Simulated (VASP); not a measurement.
Runs of VASP 6.6.1 on Ag. The structure is that of space group P6_3/mmc (No. 194), or close to it. The cells are those of the table. This isn't the form of Ag at room conditions, which is fcc.

| task | cell | k mesh | cutoff (eV) | gap on the mesh (eV) | pressure (GPa) |
| --- | --- | --- | --- | --- | --- |
| electric field gradients | a = 2.905, b = 2.905, c = 4.750 Å, angles 90.0, 90.0, 120.0°, 2 atoms | 13 × 13 × 7 | 520 | none | (a) |
| single point | a = 2.930, b = 2.930, c = 4.790 Å, angles 90.0, 90.0, 120.0°, 2 atoms | 6 × 6 × 4 | 520 | none | 0.9 |
| electric field gradients | a = 2.930, b = 2.930, c = 4.790 Å, angles 90.0, 90.0, 120.0°, 2 atoms | 18 × 18 × 10 | 520 | none | 0.3 |
| single point | a = 2.880, b = 2.880, c = 4.709 Å, angles 90.0, 90.0, 120.0°, 2 atoms | 13 × 13 × 7 | 500 | none | 5.6 |
| single point | a = 2.930, b = 2.930, c = 4.790 Å, angles 90.0, 90.0, 120.0°, 2 atoms | 18 × 18 × 10 | 520 | none | 0.3 |
| electric field gradients | a = 2.978, b = 2.978, c = 4.869 Å, angles 90.0, 90.0, 120.0°, 2 atoms | 13 × 13 × 7 | 400 | none | -4.1 |
| electric field gradients | a = 2.930, b = 2.930, c = 4.790 Å, angles 90.0, 90.0, 120.0°, 2 atoms | 6 × 6 × 4 | 520 | none | 0.9 |

Alike in all rows: level PBE; potentials or basis VASP PAW PBE potentials, release 64 (Ag); no spin polarisation; smearing fermi-dirac 0.03 eV.

Estimate the missing entries.

(a) 2.6.

Caveats: some runs use coarse meshes; the cell stands under pressure (at least some runs); the cell stands under tension (at least some runs).

A k mesh can miss the band edges, and the runs leave out spin-orbit coupling on Ag.

A gap of «none» marks levels without a gap at the run's occupations.
